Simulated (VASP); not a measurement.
# Zn (P-1) in VASP: further runs

The runs below take Zn through single point, with PBE, LDA, PBEsol.

Everything below comes from runs of VASP 6.6.1. Logs are shortened: lines on timing, memory, paths and dates and some standing lists are left out, and cuts for length are marked.

**1. The cell of the first run**

The typed cell holds 1 atom: a = 2.898 Å, b = 2.674 Å, c = 2.674 Å, α = 121.81°, β = 99.87°, γ = 105.88°.

**2. Single point, PBE**

INCAR

```
  ALGO = Fast
  EDIFF = 1E-6
  ENCUT = 520
  GGA = PE
  ISIF = 2
  ISMEAR = -1
  LASPH = True
  LCHARG = False
  LREAL = False
  LWAVE = False
  NBANDS = 12
  NELM = 80
  PREC = Accurate
  SIGMA = 0.05
```

KPOINTS

```
k-points
0
Gamma
  11 12 12
```

POSCAR

```
Zn
1.0
   -1.2991257759      1.8907879746      1.7707863927
    1.3011814099     -1.7140194502      1.5871312909
    1.2990928565      1.6961311382     -1.6080674955
Zn
1
Direct
    0.0000000000      0.0000000000      0.0000000000
```

Potentials or basis: VASP PAW PBE potentials, release 64 (Zn).

On the command line:

```sh
> cat potpaw_PBE.64/Zn/POTCAR > POTCAR
> mpirun -np 1 vasp_std > vasp.out
```

OUTCAR:

```text
EDIFF = 1E-6
   ENCUT = 520
   GGA = PE
   ISIF = 2
   ISMEAR = -1
   LASPH = True
   LREAL = False
   NELM = 80
   PREC = Accurate

 ion  position               nearest neighbor table
   1  0.000  0.000  0.000-

  LATTYP: Found a triclinic cell.
 ALAT       =     2.6740202239
 B/A-ratio  =     1.2574952927
 C/A-ratio  =     0.9724758451
 COS(alpha) =     0.0077902833
 COS(beta)  =     0.4862711922
 COS(gamma) =     0.5668935143

  Lattice vectors:

 A1 = (  -1.2990928565,  -1.6961311382,   1.6080674955)
 A2 = (   0.0020556340,   0.1767685244,   3.3579176836)
 A3 = (  -2.6002742664,   0.0178883120,   0.0209362046)

Analysis of symmetry for initial positions (statically):
=====================================================================
 Subroutine PRICEL returns:
 Original cell was already a primitive cell.

 Routine SETGRP: Setting up the symmetry group for a
 triclinic supercell.

 Subroutine GETGRP returns: Found  2 space group operations
 (whereof  2 operations were pure point group operations)
 out of a pool of  2 trial point group operations.

The static configuration has the point symmetry S_2 .

Analysis of symmetry for dynamics (positions and initial velocities):
=====================================================================
 Subroutine PRICEL returns:
 Original cell was already a primitive cell.

 Routine SETGRP: Setting up the symmetry group for a
 triclinic supercell.

 Subroutine GETGRP returns: Found  2 space group operations
 (whereof  2 operations were pure point group operations)
 out of a pool of  2 trial point group operations.

The dynamic configuration has the point symmetry S_2 .

 Subroutine INISYM returns: Found  2 space group operations
 (whereof  2 operations are pure point group operations),
 and found     1 'primitive' translations

----------------------------------------------------------------------------------------

                                     Primitive cell

  volume of cell :      15.6223

  direct lattice vectors                    reciprocal lattice vectors
    -1.299125776  1.890787975  1.770786393     0.004114390  0.265916251  0.283802645
     1.301181410 -1.714019450  1.587131291     0.386883358 -0.013527731  0.298278898
     1.299092856  1.696131138 -1.608067496     0.386377059  0.279472469 -0.014948605

  length of vectors
[... 86 lines left out ...]
   ISIF   =      2    stress and relaxation
   ISYM   =      2    0-nonsym 1-usesym 2-fastsym
   POTIM  = 0.5000    time-step for ionic-motion
   TEBEG  =    0.0;   TEEND  =   0.0 temperature during run
   PSTRESS=    0.0 pullay stress
   NELECT =      12.0000    total number of electrons
   NUPDOWN=      -1.0000    fix difference up-down
   EMIN   =  10.00;   EMAX   =-10.00  energy-range for DOS
   EFERMI =   0.00;   METHOD = LEGACY
   ISMEAR =    -1;   SIGMA  =   0.05  broadening in eV -4-tet -1-fermi 0-gaus
   EFERMI_NEDOS =   21; number of points for ismear=-14 and -15
   IALGO  =     68    algorithm
   IMIX   =      4    mixing-type and parameters
     AMIX     =   0.40;   BMIX     =  1.00
     AMIX_MAG =   1.60;   BMIX_MAG =  1.00
  volume/ion in A,a.u.               =      15.62       105.42
  Fermi-wavevector in a.u.,A,eV,Ry     =   1.499295  2.833257 30.584339  2.247886
  Thomas-Fermi vector in A             =   2.610943
   LORBIT       =      0    0 simple, 1 ext, 2 COOP (PROOUT), +10 PAW based schemes
   GGA     = PE    functional components
   LHFCALC =     F    Hartree Fock is set to
   AEXX    =    0.0000 exact exchange contribution
   IVDW    =     0    specifies the selected vdW correction
   LEPSILON=     F    determine dielectric tensor
   LRPA    =     F    only Hartree local field effects (RPA)
 non-spin polarized calculation
 RMM-DIIS sequential band-by-band and
  energy-cutoff  :      520.00
  volume of cell :       15.62
 maximum number of plane-waves:       435
 NGX is ok and might be reduce to    24
   NGX = 11   NGY =  9   NGZ =  9

 number of electron      12.0000003 magnetization

 Free energy of the ion-electron system (eV)
  ---------------------------------------------------
  ext. energy  EPLUGINS =         0.00000000
  ---------------------------------------------------
  free energy    TOTEN  =        -1.09680304 eV

  energy without entropy =       -1.09559874  energy(sigma->0) =       -1.09620089

 E-fermi :   2.8722     XC(G=0): -11.3935

 val. band max:        2.8666681117   @ k =   0.4545   0.0833   0.1667
 cond. band min:       2.9086530352   @ k =   0.4545   0.2500   0.4167
 fundamental gap:      0.0419849235
 Fermi energy:         2.8722301015

 k-point     1 :       0.0000    0.0000    0.0000
  band No.  band energies     occupation
      1      -7.2882      2.00000
      2      -5.0718      2.00000
      3      -4.7720      2.00000
      4      -4.5947      2.00000
      5      -4.3763      2.00000
      6      -4.1921      2.00000
      7      14.8832      0.00000
      8      18.6586      0.00000
      9      19.9391      0.00000
     10      23.4984      0.00000
     11      25.9087      0.00000
     12      26.2472      0.00000
[... 331 lines left out ...]
 k-point    24 :      -0.4545    0.1667    0.0000
  band No.  band energies     occupation
      1      -5.3282      2.00000
      2      -4.8056      2.00000
      3      -4.5938      2.00000
      4      -4.5420      2.00000
      5      -4.2949      2.00000
      6      -2.5676      2.00000
      7       3.8144      0.00000
      8      14.3747      0.00000
      9      18.9076      0.00000
     10      22.3175      0.00000
     11      24.8302      0.00000
     12      28.9569      0.00000

 [... further k-points ...]

------------------------ aborting loop because EDIFF is reached ----------------------------------------

  FORCE on cell =-STRESS in cart. coord.  units (eV):
  Direction    XX          YY          ZZ          XY          YZ          ZX
  --------------------------------------------------------------------------------------
  -------------------------------------------------------------------------------------
  Total        0.0284597      0.0099720      0.0078313     -0.0005154     -0.0085896      0.0008562
  in kB        2.9187445      1.0227036      0.8031538     -0.0528594     -0.8809214      0.0878078
  external PRESSURE =       1.5815339 kB  Pullay stress =       0.0000000 kB

 VOLUME and BASIS-vectors are now :
 -----------------------------------------------------------------------------
  energy-cutoff  :      520.00
  volume of cell :       15.62
      direct lattice vectors                 reciprocal lattice vectors
    -1.299125776  1.890787975  1.770786393     0.004114390  0.265916251  0.283802645
     1.301181410 -1.714019450  1.587131291     0.386883358 -0.013527731  0.298278898
     1.299092856  1.696131138 -1.608067496     0.386377059  0.279472469 -0.014948605

 POSITION                                       TOTAL-FORCE (eV/Angst)
 -----------------------------------------------------------------------------------
      0.00000      0.00000      0.00000         0.000000      0.000000      0.000000
 -----------------------------------------------------------------------------------
    total drift:                                0.000000     -0.000000      0.000000

  FREE ENERGIE OF THE ION-ELECTRON SYSTEM (eV)
  ---------------------------------------------------
  free  energy   TOTEN  =        -1.0968030411 eV

  energy  without entropy=       -1.0955987437  energy(sigma->0) =       -1.09620089
```

OSZICAR:

```text
N       E                     dE             d eps       ncg     rms          rms(c)
DAV:   1     0.428011327235E+02    0.42801E+02   -0.65960E+03 19492   0.157E+03
DAV:   2     0.128608373578E+00   -0.42673E+02   -0.40023E+02 19860   0.214E+02
DAV:   3    -0.119278441811E+01   -0.13214E+01   -0.13191E+01 21924   0.375E+01
DAV:   4    -0.119593908627E+01   -0.31547E-02   -0.31545E-02 20760   0.180E+00
DAV:   5    -0.119594159176E+01   -0.25055E-05   -0.25051E-05 21864   0.493E-02    0.270E+00
RMM:   6    -0.110311517437E+01    0.92826E-01   -0.23847E-01 23236   0.657E+00    0.206E+00
RMM:   7    -0.109910445233E+01    0.40107E-02   -0.72797E-03 24011   0.129E+00    0.100E+00
RMM:   8    -0.109681863549E+01    0.22858E-02   -0.20155E-03 22209   0.467E-01    0.606E-02
RMM:   9    -0.109681976700E+01   -0.11315E-05   -0.51082E-04 24745   0.350E-01    0.648E-02
RMM:  10    -0.109680316718E+01    0.16600E-04   -0.51712E-05 24392   0.879E-02    0.560E-03
RMM:  11    -0.109680304112E+01    0.12606E-06   -0.44073E-06 20608   0.240E-02
   1 F= -.10968030E+01 E0= -.10962009E+01  d E =-.120430E-02
```

Run time: 97 s. Hardware: 1 thread of Intel Xeon Platinum 8259CL at 2.50GHz (Skylake/Cascade Lake), shared host; peak memory 0.25 GiB.

Results:

| Quantity | Value |
| --- | --- |
| Free energy | -1.0968 eV |
| Pressure | 0.2 GPa |
| Band gap on the k mesh | zero (bands 6 and 7 overlap by 5.77 eV) |

Stress tensor (GPa, compression positive):
```
 0.29 -0.01  0.01
-0.01  0.10 -0.09
 0.01 -0.09  0.08
```

Levels at points of the mesh, in eV from the Fermi level:
```tsv
k point	band 2	band 3	band 4	band 5	band 6	band 7	band 8	band 9	band 10	band 11
(0.00, 0.00, 0.00)	-7.94	-7.64	-7.47	-7.25	-7.06	12.01	15.79	17.07	20.63	23.04
(0.00, 0.50, 0.00)	-8.10	-7.21	-6.95	-6.80	-1.47	0.96	8.53	11.23	12.48	15.47
(0.00, 0.00, 0.50)	-8.01	-7.30	-6.98	-6.80	-1.81	0.45	9.73	12.49	13.66	16.72
(0.00, 0.50, 0.50)	-7.63	-7.39	-7.38	-6.82	-2.98	-1.72	16.18	17.15	18.84	19.93
```

**3. Single point, LDA**

This run uses another cell than the first one, of 13.97 Å³/atom.

INCAR

```
SYSTEM = Zn
PREC = Accurate
ENCUT = 520
EDIFF = 1E-6
ISMEAR = -1
SIGMA = 0.05
LREAL = .FALSE.
LASPH = .TRUE.
NELM = 80
ALGO = Normal
ISIF = 2
LWAVE = .FALSE.
LCHARG = .FALSE.
GGA = CA
NBANDS = 12
```

KPOINTS

```
regular mesh
0
G
  11 12 12
  0 0 0
```

POSCAR

```
Zn
1.0
   -1.2573261612      1.8119683678      1.6953775667
    1.2585363051     -1.6521626248      1.5294092911
    1.2583744541      1.6365508493     -1.5496720067
Zn
1
Direct
    0.0000000000      0.0000000000      0.0000000000
```

Potentials or basis: VASP PAW LDA potentials, release 64 (Zn).

On the command line:

```sh
> cat potpaw_LDA.64/Zn/POTCAR > POTCAR
> mpirun -np 1 vasp_std > vasp.out
```

It took 81 s on 1 thread of Intel Xeon Platinum 8259CL at 2.50GHz (Skylake/Cascade Lake), shared host; peak memory 0.23 GiB.

It converged, with:

```yaml
Free_energy: -1.8557 eV
Pressure: 0.8 GPa
Band_gap_on_the_k_mesh: zero (bands 6 and 7 overlap by 5.91 eV)
```

Stress tensor (GPa, compression positive):
```
 1.00  0.04  0.00
 0.04  0.67 -0.09
 0.00 -0.09  0.64
```

Levels at points of the mesh, in eV from the Fermi level:
| k point | band 4 | band 5 | band 6 | band 7 | band 8 | band 9 |
| --- | --- | --- | --- | --- | --- | --- |
| (0.00, 0.00, 0.00) | -7.80 | -7.54 | -7.28 | 13.14 | 17.22 | 18.29 |
| (0.00, 0.50, 0.00) | -7.14 | -6.98 | -1.79 | 1.26 | 9.15 | 11.91 |
| (0.00, 0.00, 0.50) | -7.18 | -6.99 | -2.18 | 0.67 | 10.48 | 13.36 |
| (0.00, 0.50, 0.50) | -7.66 | -7.00 | -3.43 | -1.60 | 17.37 | 18.73 |

**4. Single point, PBEsol**

This run uses another cell than the first one, of 14.59 Å³/atom.

INCAR

```
PREC = Accurate ; ENCUT = 520
EDIFF = 1E-6 ; ISMEAR = -1
SIGMA = 0.05 ; LREAL = F
LASPH = T ; NELM = 60
ALGO = Normal ; ISIF = 2
LWAVE = F ; LCHARG = T
GGA = PS ; LELF = T
LVHAR = T ; NBANDS = 12
```

KPOINTS

```
Automatic mesh
0
Gamma
  11 12 12
```

POSCAR

```
Zn
1.0
   -1.2759772632      1.8376605535      1.7176171113
    1.2779552622     -1.6760668535      1.5508799544
    1.2781161987      1.6612321990     -1.5706209369
Zn
1
Direct
    0.0000000000      0.0000000000      0.0000000000
```

Potentials or basis: VASP PAW PBE potentials, release 64 (Zn).

On the command line:

```sh
> cat potpaw_PBE.64/Zn/POTCAR > POTCAR
> mpirun -np 1 vasp_std > vasp.out
```

Run time: 88 s. Hardware: 1 thread of Intel Xeon Platinum 8259CL at 2.50GHz (Skylake/Cascade Lake), shared host; peak memory 0.24 GiB.

The run converged. Its results:

```
Free energy            : -1.5647 eV
Pressure               : 0.5 GPa
Band gap on the k mesh : zero (bands 6 and 7 overlap by 5.82 eV)
```

Stress tensor (GPa, compression positive):
```
 0.59  0.00  0.00
 0.00  0.40 -0.09
 0.00 -0.09  0.39
```

Levels at points of the mesh, in eV from the Fermi level:
```tsv
k point	band 2	band 3	band 4	band 5	band 6	band 7	band 8	band 9	band 10	band 11
(0.00, 0.00, 0.00)	-8.11	-7.76	-7.59	-7.35	-7.11	12.86	16.72	17.84	21.48	23.99
(0.00, 0.50, 0.00)	-8.32	-7.27	-6.98	-6.83	-1.70	1.13	8.97	11.61	13.11	16.15
(0.00, 0.00, 0.50)	-8.21	-7.39	-7.02	-6.84	-2.09	0.55	10.28	13.04	14.37	17.52
(0.00, 0.50, 0.50)	-7.76	-7.51	-7.45	-6.85	-3.28	-1.62	16.88	18.23	19.28	20.79
```

Caveat: the PAW data sets were made with another functional, which shifts forces and pressure a little.

**5. The runs side by side**

| level | potentials or basis | cell | gap on the mesh (eV) | pressure (GPa) |
| --- | --- | --- | --- | --- |
| PBE | VASP PAW PBE potentials, release 64 (Zn) | a = 2.898, b = 2.674, c = 2.674 Å, angles 121.8, 99.9, 105.9°, 1 atom | none | 0.2 |
| LDA | VASP PAW LDA potentials, release 64 (Zn) | a = 2.782, b = 2.579, c = 2.581 Å, angles 121.6, 100.0, 106.0°, 1 atom | none | 0.8 |
| PBEsol | VASP PAW PBE potentials, release 64 (Zn) | a = 2.821, b = 2.617, c = 2.619 Å, angles 121.6, 99.9, 106.1°, 1 atom | none | 0.5 |

Alike in all rows: task single point; no spin polarisation; k mesh 11 × 12 × 12; cutoff (eV) 520; smearing fermi-dirac 0.05 eV.

Caveats: the PAW data sets were made with another functional, which shifts forces and pressure a little (at least some runs).

Total energies depend on the potentials used, so only differences within one code and one set of settings carry meaning.

The gap in the log of VASP goes by the Fermi energy; the results here count the filled bands.